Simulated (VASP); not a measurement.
Wanted: the native input for a VASP 6.6.1 run.

```
Task                   : single point
Functional             : PBE
Potentials or basis    : VASP PAW PBE potentials, release 64 (Al, Ni)
Cutoff                 : 520 eV
k mesh                 : 20 × 20 × 20
Occupations            : gaussian, width 0.15 eV
Spin                   : no spin polarisation
Dipole correction      : no
Further INCAR settings : ALGO = Fast; EDIFF = 1e-06; NBANDS = 14
```

The structure of AlNi lies in POSCAR:

```
AlNi
1.0
    2.0428098070     -2.1960205425      0.0000000000
    2.0428098070      2.1960205425      0.0000000000
    0.0000000000      0.0000000000      2.9011416498
Al Ni
1 1
Direct
    0.0000000000      0.0000000000      0.0000000000
    0.5000000000      0.5000000000      0.5000000000
```

This cell differs from its parent crystal: strain +0.0750 x Voigt [0, 1, 0, 0, 0, 0].

The input as run:

INCAR

```
SYSTEM = AlNi
PREC = Accurate
ENCUT = 520
EDIFF = 1E-6
ISMEAR = 0
SIGMA = 0.15
LREAL = .FALSE.
LASPH = .TRUE.
NELM = 100
ALGO = Fast
ISIF = 2
LWAVE = .FALSE.
LCHARG = .FALSE.
GGA = PE
NBANDS = 14
```

KPOINTS

```
regular mesh
0
G
  20 20 20
  0 0 0
```

Potentials or basis: VASP PAW PBE potentials, release 64 (Al, Ni).

Command:

```console
$ cat potpaw_PBE.64/Al/POTCAR potpaw_PBE.64/Ni/POTCAR > POTCAR
$ mpirun -np 1 vasp_std > vasp.out
```

It gave:

* Pressure: -9.2 GPa

Caveat: the cell differs from its parent crystal (strain +0.0750 x Voigt [0, 1, 0, 0, 0, 0]).

Wall time 4.4 min on 1 thread of AMD EPYC 9R45 96-Core Processor (Zen 5), with other jobs on the host, peak memory 0.49 GiB.
